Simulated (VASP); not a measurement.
# Br (Pm-3m) in VASP: a series of runs

Runs on Br. Level: PBE. Tasks: single point.

Program: VASP 6.6.1. These are calculated values, not measurements. Logs are shortened: lines on timing, memory, paths and dates and some standing lists are left out, and cuts for length are marked.

## (1) The cell of the first run

Symmetry: Pm-3m, No. 221, cubic system. The conventional cell has a = 2.844 Å, b = 2.844 Å, c = 2.844 Å, α = 90.00°, β = 90.00°, γ = 90.00°. Br (site symmetry m-3m) has 6 Br at 2.84 Å within 3.7 Å.

## (2) Single point, PBE

The input, INCAR:

```
ALGO     = Normal         # electronic algorithm
EDIFF    = 1E-6           # SCF threshold, eV
ENCUT    = 520            # plane-wave cutoff, eV
GGA      = PE             # functional
ISIF     = 2              # what is computed and relaxed
ISMEAR   = 0              # smearing method
LASPH    = True           # aspherical terms in the spheres
LCHARG   = False          # write CHGCAR
LREAL    = False          # projectors in reciprocal space
LWAVE    = False          # write WAVECAR
NBANDS   = 10             # bands
NELM     = 80             # most SCF steps
PREC     = Accurate       # precision mode
SIGMA    = 0.02           # smearing width, eV
```

The input, KPOINTS:

```
k-points
0
Gamma
  14 14 14
```

The input, POSCAR:

```
Br
1.0
    2.8443824680      0.0000000000      0.0000000000
    0.0000000000      2.8443824680      0.0000000000
    0.0000000000      0.0000000000      2.8443824680
Br
1
Direct
    0.0000000000      0.0000000000      0.0000000000
```

Potentials or basis: VASP PAW PBE potentials, release 64 (Br).

Command:

```bash
$ cat potpaw_PBE.64/Br/POTCAR > POTCAR
$ mpirun -np 1 vasp_std > vasp.out
```

OUTCAR:

```text
EDIFF = 1E-6
   ENCUT = 520
   GGA = PE
   ISIF = 2
   ISMEAR = 0
   LASPH = True
   LREAL = False
   NELM = 80
   PREC = Accurate

 ion  position               nearest neighbor table
   1  0.000  0.000  0.000-

  LATTYP: Found a simple cubic cell.
 ALAT       =     2.8443824680

  Lattice vectors:

 A1 = (   2.8443824680,   0.0000000000,   0.0000000000)
 A2 = (   0.0000000000,   2.8443824680,   0.0000000000)
 A3 = (   0.0000000000,   0.0000000000,   2.8443824680)

Analysis of symmetry for initial positions (statically):
=====================================================================
 Subroutine PRICEL returns:
 Original cell was already a primitive cell.

 Routine SETGRP: Setting up the symmetry group for a
 simple cubic supercell.

 Subroutine GETGRP returns: Found 48 space group operations
 (whereof 48 operations were pure point group operations)
 out of a pool of 48 trial point group operations.

The static configuration has the point symmetry O_h .

Analysis of symmetry for dynamics (positions and initial velocities):
=====================================================================
 Subroutine PRICEL returns:
 Original cell was already a primitive cell.

 Routine SETGRP: Setting up the symmetry group for a
 simple cubic supercell.

 Subroutine GETGRP returns: Found 48 space group operations
 (whereof 48 operations were pure point group operations)
 out of a pool of 48 trial point group operations.

The dynamic configuration has the point symmetry O_h .

 Subroutine INISYM returns: Found 48 space group operations
 (whereof 48 operations are pure point group operations),
 and found     1 'primitive' translations

----------------------------------------------------------------------------------------

                                     Primitive cell

  volume of cell :      23.0125

  direct lattice vectors                    reciprocal lattice vectors
     2.844382468  0.000000000  0.000000000     0.351570160  0.000000000  0.000000000
     0.000000000  2.844382468  0.000000000     0.000000000  0.351570160  0.000000000
     0.000000000  0.000000000  2.844382468     0.000000000  0.000000000  0.351570160

  length of vectors
     2.844382468  2.844382468  2.844382468     0.351570160  0.351570160  0.351570160

  position of ions in fractional coordinates (direct lattice)
     0.000000000  0.000000000  0.000000000

  ion indices of the primitive-cell ions
   primitive index   ion index
                 1           1

----------------------------------------------------------------------------------------

 KPOINTS: k-points

Automatic generation of k-mesh.
 Grid dimensions read from file:
 generate k-points for:   14   14   14

 Generating k-lattice:

  Cartesian coordinates                     Fractional coordinates (reciprocal lattice)
     0.025112154  0.000000000  0.000000000     0.071428571  0.000000000  0.000000000
     0.000000000  0.025112154  0.000000000     0.000000000  0.071428571  0.000000000
     0.000000000  0.000000000  0.025112154     0.000000000  0.000000000  0.071428571

  Length of vectors
     0.025112154  0.025112154  0.025112154

  Shift w.r.t. Gamma in fractional coordinates (k-lattice)
     0.000000000  0.000000000  0.000000000

 Subroutine IBZKPT returns following result:
 ===========================================

 Found    120 irreducible k-points:

 Following reciprocal coordinates:
            Coordinates               Weight
  0.000000  0.000000  0.000000      1.000000
  0.071429  0.000000  0.000000      6.000000
  0.142857  0.000000  0.000000      6.000000
  0.214286  0.000000  0.000000      6.000000
  0.285714  0.000000  0.000000      6.000000
  0.357143  0.000000  0.000000      6.000000
[... 16 lines left out ...]
  0.285714  0.214286  0.000000     24.000000
  0.357143  0.214286  0.000000     24.000000
 [... further k-points ...]
   k-points           NKPTS =    120   k-points in BZ     NKDIM =    120   number of bands    NBANDS=     10
   number of dos      NEDOS =    301   number of ions     NIONS =      1
   total plane-waves  NPLWV =  13824
   dimension x,y,z NGX =    24 NGY =   24 NGZ =   24
   dimension x,y,z NGXF=    48 NGYF=   48 NGZF=   48
   ions per type =               1
   NGX,Y,Z   is equivalent  to a cutoff of  14.03, 14.03, 14.03 a.u.
   NGXF,Y,Z  is equivalent  to a cutoff of  28.05, 28.05, 28.05 a.u.
 SYSTEM =  unknown system
   PREC   = accura    normal or accurate (medium, high low for compatibility)
   ISTART =      0    job   : 0-new  1-cont  2-samecut
   ICHARG =      2    charge: 1-file 2-atom 10-const
   ISPIN  =      1    spin polarized calculation?
   LNONCOLLINEAR =      F non collinear calculations
   LSORBIT =      F    spin-orbit coupling
   LASPH  =      T    aspherical Exc in radial PAW
   ENCUT  =  520.0 eV  38.22 Ry    6.18 a.u.   5.29  5.29  5.29*2*pi/ulx,y,z
   NELM   =     80;   NELMIN=  2; NELMDL= -5     # of ELM steps
   EDIFF  = 0.1E-05   stopping-criterion for ELM
   LREAL  =      F    real-space projection
   EDIFFG = 0.1E-04   stopping-criterion for IOM
   NSW    =      0    number of steps for IOM
   IBRION =     -1    ionic relax: 0-MD 1-quasi-New 2-CG
   NFREE  =      0    steps in history (QN), initial steepest desc. (CG)
   ISIF   =      2    stress and relaxation
   ISYM   =      2    0-nonsym 1-usesym 2-fastsym
   POTIM  = 0.5000    time-step for ionic-motion
   TEBEG  =    0.0;   TEEND  =   0.0 temperature during run
   PSTRESS=    0.0 pullay stress
   NELECT =       7.0000    total number of electrons
   NUPDOWN=      -1.0000    fix difference up-down
   EMIN   =  10.00;   EMAX   =-10.00  energy-range for DOS
   EFERMI =   0.00;   METHOD = LEGACY
   ISMEAR =     0;   SIGMA  =   0.02  broadening in eV -4-tet -1-fermi 0-gaus
   EFERMI_NEDOS =   21; number of points for ismear=-14 and -15
   IALGO  =     38    algorithm
   IMIX   =      4    mixing-type and parameters
     AMIX     =   0.40;   BMIX     =  1.00
     AMIX_MAG =   1.60;   BMIX_MAG =  1.00
  volume/ion in A,a.u.               =      23.01       155.30
  Fermi-wavevector in a.u.,A,eV,Ry     =   1.100997  2.080583 16.492910  1.212195
  Thomas-Fermi vector in A             =   2.237417
   LORBIT       =      0    0 simple, 1 ext, 2 COOP (PROOUT), +10 PAW based schemes
   GGA     = PE    functional components
   LHFCALC =     F    Hartree Fock is set to
   AEXX    =    0.0000 exact exchange contribution
   IVDW    =     0    specifies the selected vdW correction
   LEPSILON=     F    determine dielectric tensor
   LRPA    =     F    only Hartree local field effects (RPA)
 non-spin polarized calculation
 Gauss-broadening in eV      SIGMA  =   0.02
  energy-cutoff  :      520.00
  volume of cell :       23.01
 maximum number of plane-waves:       639
 NGX is ok and might be reduce to    24
   NGX = 11   NGY = 11   NGZ = 11

 number of electron       6.9999997 magnetization

 Free energy of the ion-electron system (eV)
  ---------------------------------------------------
  ext. energy  EPLUGINS =         0.00000000
  ---------------------------------------------------
  free energy    TOTEN  =        -0.96339730 eV

  energy without entropy =       -0.96311159  energy(sigma->0) =       -0.96325445

 E-fermi :   4.1353     XC(G=0):  -9.7599

 val. band max:        4.1267413807   @ k =   0.2857   0.1429   0.0714
 cond. band min:       4.1417899282   @ k =   0.5000   0.3571   0.1429
 fundamental gap:      0.0150485475
 Fermi energy:         4.1352681108

 k-point     1 :       0.0000    0.0000    0.0000
  band No.  band energies     occupation
      1     -13.4862      2.00000
      2       3.8984      2.00000
      3       3.8984      2.00000
      4       3.8984      2.00000
      5      11.1333      0.00000
      6      12.1894      0.00000
      7      12.1894      0.00000
      8      25.5577      0.00000
      9      25.5577      0.00000
     10      25.5577      0.00000

 k-point     2 :       0.0714    0.0000    0.0000
  band No.  band energies     occupation
      1     -13.4266      2.00000
      2       3.3097      2.00000
      3       3.9427      2.00000
      4       3.9427      2.00000
      5      11.3697      0.00000
      6      12.2582      0.00000
      7      12.7791      0.00000
      8      24.3909      0.00000
      9      24.3909      0.00000
     10      25.6074      0.00000

 k-point     3 :       0.1429    0.0000    0.0000
  band No.  band energies     occupation
      1     -13.2529      2.00000
      2       1.9890      2.00000
      3       4.0703      2.00000
      4       4.0703      2.00000
      5      11.7311      0.00000
      6      12.4602      0.00000
      7      14.4164      0.00000
      8      22.6737      0.00000
      9      22.6737      0.00000
     10      25.2145      0.00000

 k-point     4 :       0.2143    0.0000    0.0000
  band No.  band energies     occupation
      1     -12.9822      2.00000
      2       0.4975      2.00000
      3       4.2636      0.00000
      4       4.2636      0.00000
      5      12.1833      0.00000
      6      12.7807      0.00000
      7      16.4045      0.00000
      8      21.0700      0.00000
      9      21.0700      0.00000
     10      23.9367      0.00000
[... 222 lines left out ...]
 k-point    22 :       0.2143    0.2143    0.0000
  band No.  band energies     occupation
      1     -12.4819      2.00000
      2       0.9023      2.00000
      3       1.0253      2.00000
      4       4.6187      0.00000
      5      12.9799      0.00000
      6      14.7465      0.00000
      7      17.5813      0.00000
      8      18.6835      0.00000
      9      21.1360      0.00000
     10      22.2516      0.00000

 k-point    23 :       0.2857    0.2143    0.0000
  band No.  band energies     occupation
      1     -12.1504      2.00000
      2      -0.4054      2.00000
      3       1.2690      2.00000
      4       4.8405      0.00000
      5      13.0344      0.00000
      6      14.2493      0.00000
      7      18.2506      0.00000
      8      19.8251      0.00000
      9      20.1876      0.00000
     10      22.2031      0.00000

 k-point    24 :       0.3571    0.2143    0.0000
  band No.  band energies     occupation
      1     -11.8121      2.00000
      2      -1.5220      2.00000
      3       1.5715      2.00000
      4       5.0543      0.00000
      5      12.4339      0.00000
      6      14.4502      0.00000
      7      18.5443      0.00000
      8      19.2197      0.00000
      9      20.2363      0.00000
     10      22.5032      0.00000

 [... further k-points ...]

------------------------ aborting loop because EDIFF is reached ----------------------------------------

  FORCE on cell =-STRESS in cart. coord.  units (eV):
  Direction    XX          YY          ZZ          XY          YZ          ZX
  --------------------------------------------------------------------------------------
  -------------------------------------------------------------------------------------
  Total        2.1557967      2.1557967      2.1557967     -0.0000000     -0.0000000      0.0000000
  in kB      150.0909151    150.0909151    150.0909151     -0.0000000     -0.0000000      0.0000000
  external PRESSURE =     150.0909151 kB  Pullay stress =       0.0000000 kB

 VOLUME and BASIS-vectors are now :
 -----------------------------------------------------------------------------
  energy-cutoff  :      520.00
  volume of cell :       23.01
      direct lattice vectors                 reciprocal lattice vectors
     2.844382468  0.000000000  0.000000000     0.351570160  0.000000000  0.000000000
     0.000000000  2.844382468  0.000000000     0.000000000  0.351570160  0.000000000
     0.000000000  0.000000000  2.844382468     0.000000000  0.000000000  0.351570160

 POSITION                                       TOTAL-FORCE (eV/Angst)
 -----------------------------------------------------------------------------------
      0.00000      0.00000      0.00000         0.000000      0.000000      0.000000
 -----------------------------------------------------------------------------------
    total drift:                               -0.000000      0.000000      0.000000

  FREE ENERGIE OF THE ION-ELECTRON SYSTEM (eV)
  ---------------------------------------------------
  free  energy   TOTEN  =        -0.9633973010 eV

  energy  without entropy=       -0.9631115938  energy(sigma->0) =       -0.96325445
```

It took 17 s on 1 thread of Intel Xeon Platinum 8259CL at 2.50GHz (Skylake/Cascade Lake), shared host; peak memory 0.15 GiB.

Results:

```
Free energy            : -0.9634 eV
Pressure               : 15.0 GPa
Band gap on the k mesh : zero (an odd number of electrons rules out a gap without spin polarisation)
```

Caveat: the cell stands under pressure; an odd number of electrons without spin polarisation forces a metal; a magnetic or distorted state may lie lower.

(Part 1 of 2 ends here.)
